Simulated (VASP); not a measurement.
# Si5Ni (an interface model) in VASP: notebook

Si5Ni (an interface model) is run at these levels: r2SCAN; tasks: single point.

Everything below comes from runs of VASP 6.6.1. Logs are shortened: lines on timing, memory, paths and dates and some standing lists are left out, and cuts for length are marked.

## Step 1: The cell of the first run

The cell holds layers of an interface, 12 atoms: a = 3.849 Å, b = 3.849 Å, c = 16.143 Å, α = 90.00°, β = 90.00°, γ = 120.00°.

## Step 2: Single point, r2SCAN

POSCAR

```
Si5Ni
1.0
    3.8492788677      0.0000000000      0.0000000000
   -1.9246394338      3.3335732857      0.0000000000
    0.0000000000      0.0000000000     16.1426972250
Si Ni
10 2
Direct
    0.3333252887      0.6666747113      0.0298381096
   -0.0000092864      1.0000092864      0.0781821824
   -0.0000169190      1.0000169190      0.2242398651
   -0.3333517897      1.3333517897      0.2728692507
   -0.3333606077      1.3333606077      0.4189269138
   -0.6666951851      1.6666951851      0.4672710485
   -0.6667229704      1.6667229704      0.6123523438
   -0.3333925434      1.3333925434      0.6913963014
   -0.9999763512      1.9999763512      0.8057126134
   -0.6666458625      1.6666458625      0.8847569677
   -1.0000597176      1.0000597176      0.6625178225
   -1.3333091841      1.3333091841      0.8345914918
```

INCAR.step1

```
SYSTEM = Si5Ni
PREC     = Accurate       ! precision mode
ENCUT    = 520            ! plane-wave cutoff, eV
ISMEAR   = 0              ! smearing method
SIGMA    = 0.1            ! smearing width, eV
LREAL    = .FALSE.        ! projectors in reciprocal space
LASPH    = .TRUE.         ! aspherical terms in the spheres
NELM     = 100            ! most SCF steps
NBANDS   = 42             ! bands
GGA      = PE             ! functional
ALGO     = Normal         ! electronic algorithm
EDIFF    = 1E-4           ! SCF threshold, eV
LWAVE    = .TRUE.         ! write WAVECAR
LCHARG   = .FALSE.        ! write CHGCAR
```

INCAR.step2

```
SYSTEM = Si5Ni
PREC     = Accurate       ! precision mode
ENCUT    = 520            ! plane-wave cutoff, eV
EDIFF    = 1E-6           ! SCF threshold, eV
ISMEAR   = 0              ! smearing method
SIGMA    = 0.1            ! smearing width, eV
LREAL    = .FALSE.        ! projectors in reciprocal space
LASPH    = .TRUE.         ! aspherical terms in the spheres
NELM     = 100            ! most SCF steps
ALGO     = Normal         ! electronic algorithm
ISIF     = 2              ! what is computed and relaxed
LWAVE    = .FALSE.        ! write WAVECAR
LCHARG   = .FALSE.        ! write CHGCAR
METAGGA  = R2SCAN         ! meta-GGA
LMIXTAU  = .TRUE.       
NBANDS   = 42             ! bands
ISTART   = 1
```

KPOINTS

```
Automatic mesh
0
G
  9 9 2
  0 0 0
```

Potentials or basis: VASP PAW PBE potentials, release 64 (Si, Ni).

Started as:

```sh
> cat potpaw_PBE.64/Si/POTCAR potpaw_PBE.64/Ni/POTCAR > POTCAR
> cp INCAR.step1 INCAR
> mpirun -np 1 vasp_std > vasp.out
> cp INCAR.step2 INCAR
> mpirun -np 1 vasp_std > vasp.out
```

OUTCAR:

```text
SYSTEM = Si5Ni
   PREC = Accurate
   ENCUT = 520
   EDIFF = 1E-6
   ISMEAR = 0
   LREAL = .FALSE.
   LASPH = .TRUE.
   NELM = 100
   ISIF = 2
   METAGGA = R2SCAN
   ISTART = 1

 ion  position               nearest neighbor table
   1  0.333  0.667  0.030-  10 2.34   2 2.36   2 2.36   2 2.36
   2  1.000  0.000  0.078-   1 2.36   1 2.36   1 2.36   3 2.36
   3  1.000  0.000  0.224-   4 2.36   4 2.36   4 2.36   2 2.36
   4  0.667  0.333  0.273-   3 2.36   3 2.36   3 2.36   5 2.36
   5  0.667  0.333  0.419-   6 2.36   6 2.36   6 2.36   4 2.36
   6  0.333  0.667  0.467-   7 2.34   5 2.36   5 2.36   5 2.36
   7  0.333  0.667  0.612-   6 2.34  11 2.37  11 2.37  11 2.37   8 2.56   8 2.56   8 2.56
   8  0.667  0.333  0.691-  11 2.27  11 2.27  11 2.27  12 2.31   7 2.56   7 2.56   7 2.56   9 2.89
                             9 2.89   9 2.89
   9  0.000  1.000  0.806-  12 2.27  12 2.27  12 2.27  11 2.31  10 2.56  10 2.56  10 2.56   8 2.89
                             8 2.89   8 2.89
  10  0.333  0.667  0.885-   1 2.34  12 2.37  12 2.37  12 2.37   9 2.56   9 2.56   9 2.56
  11  1.000  0.000  0.663-   8 2.27   8 2.27   8 2.27   9 2.31   7 2.37   7 2.37   7 2.37
  12  0.667  0.333  0.835-   9 2.27   9 2.27   9 2.27   8 2.31  10 2.37  10 2.37  10 2.37

  LATTYP: Found a hexagonal cell.
 ALAT       =     3.8492788677
 C/A-ratio  =     4.1936938787

  Lattice vectors:

 A1 = (   3.8492788677,   0.0000000000,   0.0000000000)
 A2 = (  -1.9246394338,   3.3335732857,   0.0000000000)
 A3 = (   0.0000000000,   0.0000000000,  16.1426972250)

Analysis of symmetry for initial positions (statically):
=====================================================================
 Subroutine PRICEL returns:
 Original cell was already a primitive cell.

 Routine SETGRP: Setting up the symmetry group for a
 hexagonal supercell.

 Subroutine GETGRP returns: Found  4 space group operations
 (whereof  2 operations were pure point group operations)
 out of a pool of 24 trial point group operations.

The static configuration has the point symmetry C_1h.
 The point group associated with its full space group is C_2h.

Analysis of symmetry for dynamics (positions and initial velocities):
=====================================================================
 Subroutine PRICEL returns:
 Original cell was already a primitive cell.

 Routine SETGRP: Setting up the symmetry group for a
 hexagonal supercell.

 Subroutine GETGRP returns: Found  4 space group operations
 (whereof  2 operations were pure point group operations)
 out of a pool of 24 trial point group operations.

The dynamic configuration has the point symmetry C_1h.
 The point group associated with its full space group is C_2h.

 Subroutine INISYM returns: Found  4 space group operations
 (whereof  2 operations are pure point group operations),
 and found     1 'primitive' translations

----------------------------------------------------------------------------------------

                                     Primitive cell

  volume of cell :     207.1407

  direct lattice vectors                    reciprocal lattice vectors
     3.849278868  0.000000000  0.000000000     0.259788920  0.149989203  0.000000000
    -1.924639434  3.333573286  0.000000000     0.000000000  0.299978406  0.000000000
     0.000000000  0.000000000 16.142697225     0.000000000  0.000000000  0.061947516

  length of vectors
     3.849278868  3.849278868 16.142697225     0.299978406  0.299978406  0.061947516

  position of ions in fractional coordinates (direct lattice)
     0.333325289  0.666674711  0.029838110
     0.999990714  0.000009286  0.078182182
     0.999983081  0.000016919  0.224239865
     0.666648210  0.333351790  0.272869251
     0.666639392  0.333360608  0.418926914
     0.333304815  0.666695185  0.467271049
     0.333277030  0.666722970  0.612352344
     0.666607457  0.333392543  0.691396301
     0.000023649  0.999976351  0.805712613
     0.333354138  0.666645862  0.884756968
     0.999940282  0.000059718  0.662517822
     0.666690816  0.333309184  0.834591492

  ion indices of the primitive-cell ions
   primitive index   ion index
                 1           1
                 2           2
                 3           3
                 4           4
                 5           5
                 6           6
                 7           7
                 8           8
                 9           9
                10          10
                11          11
                12          12

----------------------------------------------------------------------------------------

 KPOINTS: Automatic mesh

Automatic generation of k-mesh.
 Grid dimensions read from file:
 generate k-points for:    9    9    2

 Generating k-lattice:

  Cartesian coordinates                     Fractional coordinates (reciprocal lattice)
     0.028865436  0.016665467  0.000000000     0.111111111  0.000000000  0.000000000
     0.000000000  0.033330934  0.000000000     0.000000000  0.111111111  0.000000000
     0.000000000  0.000000000  0.030973758     0.000000000  0.000000000  0.500000000

  Length of vectors
     0.033330934  0.033330934  0.030973758

  Shift w.r.t. Gamma in fractional coordinates (k-lattice)
     0.000000000  0.000000000  0.000000000

 Subroutine IBZKPT returns following result:
 ===========================================

 Found     50 irreducible k-points:

 Following reciprocal coordinates:
            Coordinates               Weight
  0.000000  0.000000  0.000000      1.000000
  0.111111  0.000000  0.000000      4.000000
 -0.111111  0.111111  0.000000      2.000000
  0.222222 -0.000000  0.000000      4.000000
 -0.222222  0.222222  0.000000      2.000000
  0.333333  0.000000  0.000000      4.000000
[... 16 lines left out ...]
 -0.222222 -0.444444  0.000000      4.000000
  0.444444  0.333333  0.000000      4.000000
 [... further k-points ...]
   k-points           NKPTS =     50   k-points in BZ     NKDIM =     50   number of bands    NBANDS=     42
   number of dos      NEDOS =    301   number of ions     NIONS =     12
   total plane-waves  NPLWV = 108000
   dimension x,y,z NGX =    30 NGY =   30 NGZ =  120
   dimension x,y,z NGXF=    60 NGYF=   60 NGZF=  240
   ions per type =              10   2
   NGX,Y,Z   is equivalent  to a cutoff of  12.96, 12.96, 12.36 a.u.
   NGXF,Y,Z  is equivalent  to a cutoff of  25.91, 25.91, 24.72 a.u.
 SYSTEM =  Si5Ni
   PREC   = accura    normal or accurate (medium, high low for compatibility)
   ISTART =      1    job   : 0-new  1-cont  2-samecut
   ICHARG =      0    charge: 1-file 2-atom 10-const
   ISPIN  =      1    spin polarized calculation?
   LNONCOLLINEAR =      F non collinear calculations
   LSORBIT =      F    spin-orbit coupling
   LASPH  =      T    aspherical Exc in radial PAW
   ENCUT  =  520.0 eV  38.22 Ry    6.18 a.u.   7.16  7.16 30.01*2*pi/ulx,y,z
   NELM   =    100;   NELMIN=  2; NELMDL=  0     # of ELM steps
   EDIFF  = 0.1E-05   stopping-criterion for ELM
   LREAL  =      F    real-space projection
   EDIFFG = 0.1E-04   stopping-criterion for IOM
   NSW    =      0    number of steps for IOM
   IBRION =     -1    ionic relax: 0-MD 1-quasi-New 2-CG
   NFREE  =      0    steps in history (QN), initial steepest desc. (CG)
   ISIF   =      2    stress and relaxation
   ISYM   =      2    0-nonsym 1-usesym 2-fastsym
   POTIM  = 0.5000    time-step for ionic-motion
   TEBEG  =    0.0;   TEEND  =   0.0 temperature during run
   PSTRESS=    0.0 pullay stress
   NELECT =      60.0000    total number of electrons
   NUPDOWN=      -1.0000    fix difference up-down
   EMIN   =  10.00;   EMAX   =-10.00  energy-range for DOS
   EFERMI =   0.00;   METHOD = LEGACY
   ISMEAR =     0;   SIGMA  =   0.10  broadening in eV -4-tet -1-fermi 0-gaus
   EFERMI_NEDOS =   21; number of points for ismear=-14 and -15
   IALGO  =     38    algorithm
   IMIX   =      4    mixing-type and parameters
     AMIX     =   0.40;   BMIX     =  1.00
     AMIX_MAG =   1.60;   BMIX_MAG =  1.00
  volume/ion in A,a.u.               =      17.26       116.49
  Fermi-wavevector in a.u.,A,eV,Ry     =   1.083187  2.046927 15.963634  1.173294
  Thomas-Fermi vector in A             =   2.219247
   LORBIT       =      0    0 simple, 1 ext, 2 COOP (PROOUT), +10 PAW based schemes
   METAGGA = R2SCAN    functional components
   LHFCALC =     F    Hartree Fock is set to
   AEXX    =    0.0000 exact exchange contribution
   IVDW    =     0    specifies the selected vdW correction
   LEPSILON=     F    determine dielectric tensor
   LRPA    =     F    only Hartree local field effects (RPA)
 non-spin polarized calculation
 Gauss-broadening in eV      SIGMA  =   0.10
  energy-cutoff  :      520.00
  volume of cell :      207.14
 maximum number of plane-waves:      5628
 NGX is ok and might be reduce to    30
   NGX = 15   NGY = 15   NGZ = 61

 number of electron      59.9999988 magnetization

 Free energy of the ion-electron system (eV)
  ---------------------------------------------------
  ext. energy  EPLUGINS =         0.00000000
  ---------------------------------------------------
  free energy    TOTEN  =      -113.29587793 eV

  energy without entropy =     -113.28929310  energy(sigma->0) =     -113.29258552

 E-fermi :   7.1362     XC(G=0): -10.6373

 val. band max:        7.0070748470   @ k =   0.3333   0.2222   0.0000
 cond. band min:       7.1713937166   @ k =   0.4444  -0.0000   0.0000
 fundamental gap:      0.1643188696
 Fermi energy:         7.1361797214

 k-point     1 :       0.0000    0.0000    0.0000
  band No.  band energies     occupation
      1      -6.5203      2.00000
      2      -5.4350      2.00000
      3      -5.3453      2.00000
      4      -4.3180      2.00000
      5      -3.8855      2.00000
      6      -0.7717      2.00000
[... 34 lines left out ...]
     41       9.9601      0.00000
     42       9.9602      0.00000
[... 994 lines left out ...]
      2      -2.9391      2.00000
      3      -2.8667      2.00000
      4      -2.3364      2.00000
      5      -2.1058      2.00000
      6      -1.6552      2.00000
[... 34 lines left out ...]
     41      12.1238      0.00000
     42      12.2230      0.00000

 [... further k-points ...]
[... 5 lines left out ...]
  --------------------------------------------------------------------------------------
  -------------------------------------------------------------------------------------
  Total       -1.3751084     -1.3752679     -0.2046975     -0.0001382     -0.0007349      0.0012730
  in kB      -10.6360904    -10.6373244     -1.5832796     -0.0010687     -0.0056845      0.0098463
  external PRESSURE =      -7.6188981 kB  Pullay stress =       0.0000000 kB

 VOLUME and BASIS-vectors are now :
 -----------------------------------------------------------------------------
  energy-cutoff  :      520.00
  volume of cell :      207.14
      direct lattice vectors                 reciprocal lattice vectors
     3.849278868  0.000000000  0.000000000     0.259788920  0.149989203  0.000000000
    -1.924639434  3.333573286  0.000000000     0.000000000  0.299978406  0.000000000
     0.000000000  0.000000000 16.142697225     0.000000000  0.000000000  0.061947516

 POSITION                                       TOTAL-FORCE (eV/Angst)
 -----------------------------------------------------------------------------------
     -0.00005      2.22241      0.48167         0.000028     -0.000016     -0.002085
      3.84923      0.00003      1.26207        -0.000002      0.000001      0.001166
      3.84918      0.00006      3.61984        -0.000004      0.000002     -0.000747
      1.92453      1.11125      4.40485         0.000004     -0.000002      0.000747
      1.92448      1.11128      6.76261         0.000002     -0.000001     -0.001166
     -0.00016      2.22248      7.54302        -0.000028      0.000016      0.002085
     -0.00033      2.22257      9.88502         0.000095     -0.000055     -0.001623
      1.92430      1.11139     11.16100         0.000031     -0.000018     -0.045357
     -1.92450      3.33349     13.00637        -0.000031      0.000018      0.045357
      0.00012      2.22231     14.28236        -0.000095      0.000055      0.001623
      3.84893      0.00020     10.69482         0.000057     -0.000033     -0.010946
      1.92478      1.11111     13.47256        -0.000057      0.000033      0.010946
 -----------------------------------------------------------------------------------
    total drift:                                0.000447     -0.000258     -0.001909

  FREE ENERGIE OF THE ION-ELECTRON SYSTEM (eV)
  ---------------------------------------------------
  free  energy   TOTEN  =      -113.2958779350 eV

  energy  without entropy=     -113.2892930983  energy(sigma->0) =     -113.29258552
```

Run time: 25 min. Hardware: 1 thread of Intel Xeon 6975P-C (Granite Rapids), shared host; peak memory 0.55 GiB.

What came out:

* Free energy: -113.2959 eV
* Pressure: -0.8 GPa
* Largest force: 0.045 eV/Å
* Band gap on the k mesh: zero (band 30 reaches 8.47 eV, above the bottom of band 31 at 6.29 eV)

Forces on the atoms (eV/Å):
```
Si   0.000  0.000 -0.002
Si   0.000  0.000  0.001
Si   0.000  0.000 -0.001
Si   0.000  0.000  0.001
Si   0.000  0.000 -0.001
Si   0.000  0.000  0.002
Si   0.000  0.000 -0.002
Si   0.000  0.000 -0.045
Si   0.000  0.000  0.045
Si   0.000  0.000  0.002
Ni   0.000  0.000 -0.011
Ni   0.000  0.000  0.011
```

Levels at points of the mesh, in eV from the Fermi level:
```tsv
k point	band 28	band 29	band 30	band 31	band 32	band 33
(0.00, 0.00, 0.00)	0.07	1.28	1.28	1.39	1.71	1.73
(0.00, 0.00, 0.50)	0.04	1.33	1.33	1.54	1.58	1.95
```

Caveat: the PAW data sets were made with another functional, which shifts forces and pressure a little.

(Continued in part 2 of 2.)
